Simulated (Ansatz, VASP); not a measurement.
# As: VASP beside Ansatz

Contents of INCAR:

```
  PREC = Accurate
  ENCUT = 600
  EDIFF = 1E-6
  ISMEAR = 0
  SIGMA = 0.1
  LREAL = F
  LASPH = T
  NELM = 100
  ALGO = Normal
  ISIF = 3
  LWAVE = F
  LCHARG = F
  GGA = PE
  IBRION = 2
  NSW = 100
  EDIFFG = -0.01
```

The input KPOINTS:

```
regular mesh
0
Gamma
  22 22 20
```

File POSCAR:

```
As
1.0
    1.4143047689     -2.6785862120      0.0000000000
    1.4143047689      2.6785862120      0.0000000000
    0.0000000000      0.0000000000      2.6886894448
As
1
Direct
    0.5000000000      0.5000000000      0.0000000000
```

Input for Ansatz:

```yaml
crystal:
  lattice:
    - [1.4143047689, -2.678586212, 0.0]
    - [1.4143047689, 2.678586212, 0.0]
    - [0.0, 0.0, 2.6886894448]
  atoms:
    - { symbol: As, position: [0.5, 0.5, 0.0] }
basis:
  ecutwfc: 420
kpoints:
  mp_grid: { grid: [22, 22, 20] }
hamiltonian:
  xc: pbe
scf:
  occupations: { method: gaussian, width: 0.1 }
output:
  forces: true
  stress: true
  eigenvalues: true
relax:
  adjacent_minimum: "off"
  f_tol: 0.01
  max_steps: 80
  cell: { stress_tol: 0.05 }
```

Alike in both runs: task relaxation of cell and atoms; functional PBE; k mesh 22 × 22 × 20; occupations gaussian, width 0.1 eV; no spin polarisation.

|  | VASP | Ansatz |
| --- | --- | --- |
| version | VASP 6.6.1 | Ansatz 0.2.0 |
| potentials or method | VASP PAW PBE potentials, release 64 (As), cutoff 600 eV | scalar-relativistic, plane waves, PAW |
| valence electrons in the cell | 5 | 15 |

```tsv
	VASP	Ansatz	Ansatz less VASP
gap on the k mesh at the Fermi level, each at its own relaxed structure (eV)	none	none	-
relaxed volume (Å³/atom)	20.11	20.08	-0.031
relaxed cell length with the largest relative difference (Å)	2.906	2.904	-0.0022
```

A gap of «none» marks a metal or a gap that the smearing closes. VASP's potentials hold 5 valence electrons a cell and Ansatz's 15, so a difference there can come from the potentials and not from the codes.
